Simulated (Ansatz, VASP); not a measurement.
# One calculation of Te, two programs

Contents of INCAR:

```
  ALGO = Normal
  EDIFF = 1E-6
  ENCUT = 520
  GGA = PE
  ISIF = 2
  ISMEAR = -1
  LASPH = True
  LCHARG = True
  LELF = True
  LREAL = False
  LVHAR = True
  LWAVE = False
  NBANDS = 9
  NELM = 60
  PREC = Accurate
  SIGMA = 0.05
```

KPOINTS

```
k-points
0
Gamma
  14 14 14
```

The input POSCAR:

```
Te
1.0
   -1.9265655083      1.9265655083      1.9265655083
    1.9265655083     -1.9265655083      1.9265655083
    1.9265655083      1.9265655083     -1.9265655083
Te
1
Direct
    0.0000000000      0.0000000000      0.0000000000
```

Input for Ansatz:

```yaml
crystal:
  lattice:
    - [-1.9265655083, 1.9265655083, 1.9265655083]
    - [1.9265655083, -1.9265655083, 1.9265655083]
    - [1.9265655083, 1.9265655083, -1.9265655083]
  atoms:
    - { symbol: Te, position: [0.0, 0.0, 0.0] }
kpoints:
  mp_grid: { grid: [14, 14, 14] }
  band_path:
    path:
      - [0.0, 0.0, 0.0]
      - [0.5, -0.5, 0.5]
      - [0.0, 0.0, 0.5]
      - [0.0, 0.0, 0.0]
      - [0.25, 0.25, 0.25]
      - [0.5, -0.5, 0.5]
      - [0.25, 0.25, 0.25]
      - [0.0, 0.0, 0.5]
    npoints: 8
scf:
  occupations: { method: fermi_dirac, width: 0.05 }
hamiltonian:
  xc: pbe
  pseudopotentials: { kind: paw }
output:
  forces: true
  stress: true
  eigenvalues: true
  populations: true
  dos: { projected: true, de: 0.2, e_range: [-14, 8] }
  write_density: true
  write_potential: true
  elf: true
  volumetric_format: npy
```

Change from the starting cell: volume scaled by 1, PAW files.

Alike in both runs: task single point; functional PBE; k mesh 14 × 14 × 14; occupations fermi-dirac, width 0.05 eV; no spin polarisation.

|  | VASP | Ansatz |
| --- | --- | --- |
| version | VASP 6.6.1 | Ansatz 0.2.0 |
| potentials or method | VASP PAW PBE potentials, release 64 (Te) | PAW with Ansatz's default frozen-core files, scalar-relativistic |
| plane-wave cutoff (eV) | 520 | 420 |
| valence electrons in the cell | 6 | 16 |

VASP gave:

* pressure (GPa): -0.1

Task: Estimate Ansatz's values.

Result: Pressure (GPa): 0.0.

VASP's potentials hold 6 valence electrons a cell and Ansatz's 16, so a difference there can come from the potentials and not from the codes.

Neither program's run includes spin-orbit coupling.
